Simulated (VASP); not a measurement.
Input of a VASP 6.6.1 run:

INCAR

```
SYSTEM = Ge
PREC     = Accurate       ! precision mode
ENCUT    = 520            ! plane-wave cutoff, eV
EDIFF    = 1E-6           ! SCF threshold, eV
ISMEAR   = 0              ! smearing method
SIGMA    = 0.15           ! smearing width, eV
LREAL    = .False.        ! projectors in reciprocal space
LASPH    = .True.         ! aspherical terms in the spheres
NELM     = 60             ! most SCF steps
ALGO     = Normal         ! electronic algorithm
ISIF     = 2              ! what is computed and relaxed
LWAVE    = .False.        ! write WAVECAR
LCHARG   = .False.        ! write CHGCAR
GGA      = PS             ! functional
NBANDS   = 21             ! bands
```

Contents of KPOINTS:

```
Automatic mesh
0
Gamma
  14 14 14
  0 0 0
```

The input POSCAR:

```
Ge
1.0
    0.0000000000      2.9702085000      2.8994892500
    2.9702085000      0.0000000000      2.8994892500
    2.9702085000      2.9702085000      0.0000000000
Ge
2
Direct
    0.5000000000      0.5000000000      0.5000000000
    0.7500000000      0.7500000000      0.7500000000
```

Potentials or basis: VASP PAW PBE potentials, release 64 (Ge_d).

Command:

```sh
$ cat potpaw_PBE.64/Ge_d/POTCAR > POTCAR
$ mpirun -np 1 vasp_std > vasp.out
```

Problem. What does it give for the pressure?

Solution. -5.8 GPa.

Problem. Estimate the band gap on the k mesh.

Solution. Zero (bands 14 and 15 overlap by 0.17 eV).

Stress tensor (GPa, compression positive):
```
-6.28  0.00  0.00
 0.00 -6.28  0.00
 0.00  0.00 -4.86
```

Caveat: the cell differs from its parent crystal (strain +0.050 along x and y, +0.025 along z); the cell stands under tension; semilocal functionals underestimate gaps, and a narrow one can read as zero; the PAW data sets were made with another functional, which shifts forces and pressure a little.
